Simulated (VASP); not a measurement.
# Pt (Fm-3m) in VASP: notebook

Pt is run at these levels: PBE; tasks: relaxation of cell and atoms, single point.

All numbers are computed with VASP 6.6.1; they aren't measurements. Logs are shortened: lines on timing, memory, paths and dates and some standing lists are left out, and cuts for length are marked.

## (1) The cell of the first run

The structure is cubic, space group Fm-3m (No. 225). The conventional cell has a = 3.972 Å, b = 3.972 Å, c = 3.972 Å, α = 90.00°, β = 90.00°, γ = 90.00°. Pt (site symmetry m-3m) has 12 Pt at 2.81 Å within 3.7 Å.

## (2) Relaxation of cell and atoms, PBE

File INCAR:

```
SYSTEM = Pt
PREC     = Accurate       ! precision mode
ENCUT    = 600            ! plane-wave cutoff, eV
EDIFF    = 1E-6           ! SCF threshold, eV
ISMEAR   = -1             ! smearing method
SIGMA    = 0.05           ! smearing width, eV
LREAL    = .False.        ! projectors in reciprocal space
LASPH    = .True.         ! aspherical terms in the spheres
NELM     = 80             ! most SCF steps
ALGO     = Normal         ! electronic algorithm
ISIF     = 3              ! what is computed and relaxed
LWAVE    = .False.        ! write WAVECAR
LCHARG   = .False.        ! write CHGCAR
GGA      = PE             ! functional
IBRION   = 2              ! ionic algorithm
NSW      = 60             ! ionic steps
EDIFFG   = -0.005         ! ionic threshold
```

File KPOINTS:

```
regular mesh
0
Gamma
  16 16 16
  0 0 0
```

File POSCAR:

```
Pt
1.0
    0.0000000000      1.9857740511      1.9857740511
    1.9857740511      0.0000000000      1.9857740511
    1.9857740511      1.9857740511      0.0000000000
Pt
1
Direct
    0.0000000000      0.0000000000      0.0000000000
```

Potentials or basis: VASP PAW PBE potentials, release 64 (Pt).

On the command line:

```console
$ cat potpaw_PBE.64/Pt/POTCAR > POTCAR
$ mpirun -np 1 vasp_std > vasp.out
```

OUTCAR:

```text
SYSTEM = Pt
   PREC = Accurate
   ENCUT = 600
   EDIFF = 1E-6
   ISMEAR = -1
   LREAL = .False.
   LASPH = .True.
   NELM = 80
   ISIF = 3
   GGA = PE
   IBRION = 2
   NSW = 60
   EDIFFG = -0.005

 ion  position               nearest neighbor table
   1  0.000  0.000  0.000-

  LATTYP: Found a face centered cubic cell.
 ALAT       =     3.9715481022

  Lattice vectors:

 A1 = (   0.0000000000,   1.9857740511,   1.9857740511)
 A2 = (   1.9857740511,   0.0000000000,   1.9857740511)
 A3 = (   1.9857740511,   1.9857740511,   0.0000000000)

Analysis of symmetry for initial positions (statically):
=====================================================================
 Subroutine PRICEL returns:
 Original cell was already a primitive cell.

 Routine SETGRP: Setting up the symmetry group for a
 face centered cubic supercell.

 Subroutine GETGRP returns: Found 48 space group operations
 (whereof 48 operations were pure point group operations)
 out of a pool of 48 trial point group operations.

The static configuration has the point symmetry O_h .

Analysis of symmetry for dynamics (positions and initial velocities):
=====================================================================
 Subroutine PRICEL returns:
 Original cell was already a primitive cell.

 Routine SETGRP: Setting up the symmetry group for a
 face centered cubic supercell.

 Subroutine GETGRP returns: Found 48 space group operations
 (whereof 48 operations were pure point group operations)
 out of a pool of 48 trial point group operations.

The dynamic configuration has the point symmetry O_h .

 Subroutine INISYM returns: Found 48 space group operations
 (whereof 48 operations are pure point group operations),
 and found     1 'primitive' translations

----------------------------------------------------------------------------------------

                                     Primitive cell

  volume of cell :      15.6610

  direct lattice vectors                    reciprocal lattice vectors
     0.000000000  1.985774051  1.985774051    -0.251790983  0.251790983  0.251790983
     1.985774051  0.000000000  1.985774051     0.251790983 -0.251790983  0.251790983
     1.985774051  1.985774051  0.000000000     0.251790983  0.251790983 -0.251790983

  length of vectors
     2.808308595  2.808308595  2.808308595     0.436114775  0.436114775  0.436114775

[... 86 lines left out ...]
   POTIM  = 0.5000    time-step for ionic-motion
   TEBEG  =    0.0;   TEEND  =   0.0 temperature during run
   PSTRESS=    0.0 pullay stress
   NELECT =      10.0000    total number of electrons
   NUPDOWN=      -1.0000    fix difference up-down
   EMIN   =  10.00;   EMAX   =-10.00  energy-range for DOS
   EFERMI =   0.00;   METHOD = LEGACY
   ISMEAR =    -1;   SIGMA  =   0.05  broadening in eV -4-tet -1-fermi 0-gaus
   EFERMI_NEDOS =   21; number of points for ismear=-14 and -15
   IALGO  =     38    algorithm
   IMIX   =      4    mixing-type and parameters
     AMIX     =   0.40;   BMIX     =  1.00
     AMIX_MAG =   1.60;   BMIX_MAG =  1.00
  volume/ion in A,a.u.               =      15.66       105.69
  Fermi-wavevector in a.u.,A,eV,Ry     =   1.409727  2.663998 27.039267  1.987330
  Thomas-Fermi vector in A             =   2.531753
   LORBIT       =      0    0 simple, 1 ext, 2 COOP (PROOUT), +10 PAW based schemes
   GGA     = PE    functional components
   LHFCALC =     F    Hartree Fock is set to
   AEXX    =    0.0000 exact exchange contribution
   IVDW    =     0    specifies the selected vdW correction
   LEPSILON=     F    determine dielectric tensor
   LRPA    =     F    only Hartree local field effects (RPA)
 conjugate gradient relaxation of ions
 non-spin polarized calculation
  energy-cutoff  :      600.00
  volume of cell :       15.66
 maximum number of plane-waves:       544
   NGX = 11   NGY = 11   NGZ = 11

--------------------------------------- Ionic step        1  -------------------------------------------

 number of electron      10.0000002 magnetization

 Free energy of the ion-electron system (eV)
  ---------------------------------------------------
  ext. energy  EPLUGINS =         0.00000000
  ---------------------------------------------------
  free energy    TOTEN  =        -6.10517465 eV

  energy without entropy =       -6.08705375  energy(sigma->0) =       -6.09611420

------------------------ aborting loop because EDIFF is reached ----------------------------------------

  FORCE on cell =-STRESS in cart. coord.  units (eV):
  Direction    XX          YY          ZZ          XY          YZ          ZX
  --------------------------------------------------------------------------------------
  -------------------------------------------------------------------------------------
  Total       -0.0688456     -0.0688456     -0.0688456      0.0000000      0.0000000      0.0000000
  in kB       -7.0431570     -7.0431570     -7.0431570      0.0000000      0.0000000      0.0000000
  external PRESSURE =      -7.0431570 kB  Pullay stress =       0.0000000 kB
[... 57 lines left out ...]
--------------------------------------- Ionic step        3  -------------------------------------------

 number of electron      10.0000002 magnetization

 Free energy of the ion-electron system (eV)
  ---------------------------------------------------
  ext. energy  EPLUGINS =         0.00000000
  ---------------------------------------------------
  free energy    TOTEN  =        -6.10527737 eV

  energy without entropy =       -6.08723764  energy(sigma->0) =       -6.09625750

 E-fermi :  10.5835     XC(G=0): -13.2827

 val. band max:       10.5723124466   @ k =  -0.2500   0.1250   0.0000
 cond. band min:      10.5978914143   @ k =   0.5000   0.5000   0.0000
 fundamental gap:      0.0255789677
 Fermi energy:        10.5834666614

 k-point     1 :       0.0000    0.0000    0.0000
  band No.  band energies     occupation
      1       0.7774      2.00000
      2       7.0225      2.00000
      3       7.0225      2.00000
      4       7.0225      2.00000
      5       9.0564      2.00000
      6       9.0564      2.00000
      7      25.3382      0.00000
      8      30.1084      0.00000
      9      30.1084      0.00000
[... 265 lines left out ...]
 k-point    24 :      -0.0625    0.0625    0.0000
  band No.  band energies     occupation
      1       1.1780      2.00000
      2       6.8348      2.00000
      3       7.1646      2.00000
      4       7.2064      2.00000
      5       8.8770      2.00000
      6       9.0828      2.00000
      7      25.9291      0.00000
      8      28.5141      0.00000
      9      30.1361      0.00000

 [... further k-points ...]
[... 5 lines left out ...]
  --------------------------------------------------------------------------------------
  -------------------------------------------------------------------------------------
  Total        0.0023730      0.0023730      0.0023730      0.0000000      0.0000000     -0.0000000
  in kB        0.2434688      0.2434688      0.2434688      0.0000000      0.0000000     -0.0000000
  external PRESSURE =       0.2434688 kB  Pullay stress =       0.0000000 kB
[... 16 lines left out ...]
  FREE ENERGIE OF THE ION-ELECTRON SYSTEM (eV)
  ---------------------------------------------------
  free  energy   TOTEN  =        -6.1052773678 eV

  energy  without entropy=       -6.0872376406  energy(sigma->0) =       -6.09625750

 reached required accuracy - stopping structural energy minimisation
```

OSZICAR:

```text
N       E                     dE             d eps       ncg     rms          rms(c)
DAV:   1     0.422041826989E+02    0.42204E+02   -0.59795E+03  2642   0.117E+03
DAV:   2    -0.599992540674E+01   -0.48204E+02   -0.46571E+02  2765   0.198E+02
DAV:   3    -0.648680101924E+01   -0.48688E+00   -0.48132E+00  3098   0.207E+01
DAV:   4    -0.648838363493E+01   -0.15826E-02   -0.15824E-02  2969   0.125E+00
[... 16 lines left out ...]
DAV:   1    -0.610970580541E+01   -0.50424E-02   -0.10313E-01  2660   0.342E+00    0.433E-01
DAV:   2    -0.610549606831E+01    0.42097E-02   -0.12983E-02  2621   0.999E-01    0.177E-01
DAV:   3    -0.610526616851E+01    0.22990E-03   -0.11832E-03  2737   0.282E-01    0.102E-01
DAV:   4    -0.610527707282E+01   -0.10904E-04   -0.42488E-05  2840   0.513E-02    0.438E-03
DAV:   5    -0.610527736781E+01   -0.29499E-06   -0.59964E-07  2577   0.639E-03
   3 F= -.61052774E+01 E0= -.60962575E+01  d E =-.102722E-03
```

CONTCAR:

```text
Pt
   1.00000000000000
     0.0000000000000000    1.9838685800666722    1.9838685800666722
     1.9838685800666722    0.0000000000000000    1.9838685800666722
     1.9838685800666722    1.9838685800666722   -0.0000000000000000
  Pt
     1
Direct
     0.0000000000000000    0.0000000000000000    0.0000000000000000

  0.00000000E+00  0.00000000E+00  0.00000000E+00
```

Run time: 45 s. Hardware: 1 thread of Intel Xeon 8259CL, shared host; peak memory 0.16 GiB.

Results:

- Free energy: -6.1053 eV
- Relaxed volume: 15.62 Å³/atom
- Relaxed cell: a = 2.806 Å, b = 2.806 Å, c = 2.806 Å, α = 60.00°, β = 60.00°, γ = 60.00°
- Space group after relaxing (to 0.05 Å): Fm-3m (No. 225)
- Energy gained by relaxing: 0.1 meV/atom
- Ionic steps: 3
- Pressure after relaxing: 0.0 GPa
- Band gap on the k mesh: zero (band 5 reaches 11.06 eV, above the bottom of band 6 at 8.96 eV)

The path:
```csv
step,energy change (eV),largest force (eV/Å),pressure (GPa),volume (Å³)
1,0.0000,0.0000,-0.70,15.66
2,0.0005,0.0000,1.79,15.51
3,-0.0001,0.0000,0.02,15.62
```

Final structure:
```
Pt
1.0
     0.00000    1.98387    1.98387
     1.98387    0.00000    1.98387
     1.98387    1.98387    0.00000
Pt
1
Direct
  0.00000 0.00000 0.00000
```

Levels at points of the mesh, in eV from the Fermi level:
```tsv
k point	band 2	band 3	band 4	band 5	band 6	band 7	band 8	band 9
(0.00, 0.00, 0.00)	-3.56	-3.56	-3.56	-1.53	-1.53	14.75	19.52	19.52
(0.50, 0.00, 0.00)	-3.62	-3.62	-0.31	0.05	0.05	5.60	14.31	18.76
(0.50, 0.50, 0.00)	-6.24	0.01	0.47	0.47	1.87	8.53	11.31	11.31
```

Caveat: spin-orbit coupling is left out, which moves the levels of the heavy elements.

## (3) Single point, PBE (volume scaled by 0.6)

File INCAR:

```
PREC = Accurate
ENCUT = 500
EDIFF = 1E-6
ISMEAR = -1
SIGMA = 0.05
LREAL = False
LASPH = True
NELM = 120
ALGO = Normal
ISIF = 2
LWAVE = False
LCHARG = False
GGA = PE
NBANDS = 11
GGA_COMPAT = False
```

File KPOINTS:

```
Automatic mesh
0
Gamma
  16 16 16
```

File POSCAR:

```
Pt
1.0
    0.0000000000      1.6741970917      1.6741970917
    1.6741970917      0.0000000000      1.6741970917
    1.6741970917      1.6741970917      0.0000000000
Pt
1
Direct
    0.0000000000      0.0000000000      0.0000000000
```

Potentials or basis: VASP PAW PBE potentials, release 64 (Pt).

On the command line:

```console
$ cat potpaw_PBE.64/Pt/POTCAR > POTCAR
$ mpirun -np 1 vasp_std > vasp.out
```

Wall time 7.4 s (1 thread of AMD EPYC 9R45 (Zen 5), shared host); peak memory 0.1 GiB.

It converged, with:

```
Free energy            : -0.4792 eV
Pressure               : 482.4 GPa
Band gap on the k mesh : zero (band 5 reaches 24.46 eV, above the bottom of band 6 at 19.37 eV)
```

Levels at points of the mesh, in eV from the Fermi level:
| k point | band 3 | band 4 | band 5 | band 6 | band 7 | band 8 |
| --- | --- | --- | --- | --- | --- | --- |
| (0.00, 0.00, 0.00) | -8.04 | -8.04 | -3.44 | -3.44 | 11.45 | 19.48 |
| (0.50, 0.00, 0.00) | -8.29 | -2.27 | 0.23 | 0.23 | 10.97 | 11.34 |
| (0.50, 0.50, 0.00) | 0.21 | 1.30 | 1.30 | 1.39 | 12.69 | 12.69 |

Caveat: the cell differs from its parent crystal (volume scaled by 0.6); spin-orbit coupling is left out, which moves the levels of the heavy elements.
